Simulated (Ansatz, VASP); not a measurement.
## BiS: VASP beside Ansatz

File INCAR:

```
SYSTEM = BiS
  ALGO = Normal
  EDIFF = 1E-6
  ENCUT = 520
  GGA = PS
  ISIF = 2
  ISMEAR = 0
  LASPH = .True.
  LCHARG = .True.
  LELF = .True.
  LREAL = .False.
  LVHAR = .True.
  LWAVE = .False.
  NBANDS = 18
  NELM = 60
  PREC = Accurate
  SIGMA = 0.05
```

File KPOINTS:

```
k-points
0
Gamma
  8 8 8
  0 0 0
```

POSCAR

```
BiS
1.0
    0.0000000000      3.2573813085      3.2573813085
    3.2573813085      0.0000000000      3.2573813085
    3.2573813085      3.2573813085      0.0000000000
Bi S
1 1
Direct
    0.0000000000      0.0000000000      0.0000000000
    0.2500000000      0.2500000000      0.2500000000
```

Input for Ansatz:

```yaml
crystal:
  lattice:
    - [0.0, 3.2573813085, 3.2573813085]
    - [3.2573813085, 0.0, 3.2573813085]
    - [3.2573813085, 3.2573813085, 0.0]
  atoms:
    - { symbol: Bi, position: [0.0, 0.0, 0.0] }
    - { symbol: S, position: [0.25, 0.25, 0.25] }
basis:
  ecutwfc: 420
  ecutrho_ratio: 4
kpoints:
  mp_grid: { grid: [8, 8, 8] }
hamiltonian:
  xc: pbesol
scf:
  occupations: { method: gaussian, width: 0.05 }
output:
  forces: true
  stress: true
  eigenvalues: true
```

Alike in both runs: task single point; functional PBEsol; k mesh 8 × 8 × 8; occupations gaussian, width 0.05 eV; no spin polarisation.

|  | VASP | Ansatz |
| --- | --- | --- |
| version | VASP 6.6.1 | Ansatz 0.2.0 |
| potentials or method | VASP PAW PBE potentials, release 64 (Bi_d, S), cutoff 520 eV | scalar-relativistic, plane waves, PAW |
| valence electrons in the cell | 21 | 21 |

|  | VASP | Ansatz | Ansatz less VASP |
| --- | --- | --- | --- |
| gap on the k mesh at the Fermi level (eV) | none | none | - |
| pressure (GPa) | -1.7 | -1.7 | +0.02 |

VASP's potentials were made for PBE, not for PBEsol. A gap of «none» marks a metal or a gap that the smearing closes. The functional is the same, so the differences come from potentials, cutoffs and numerics.

Neither program's run includes spin-orbit coupling.
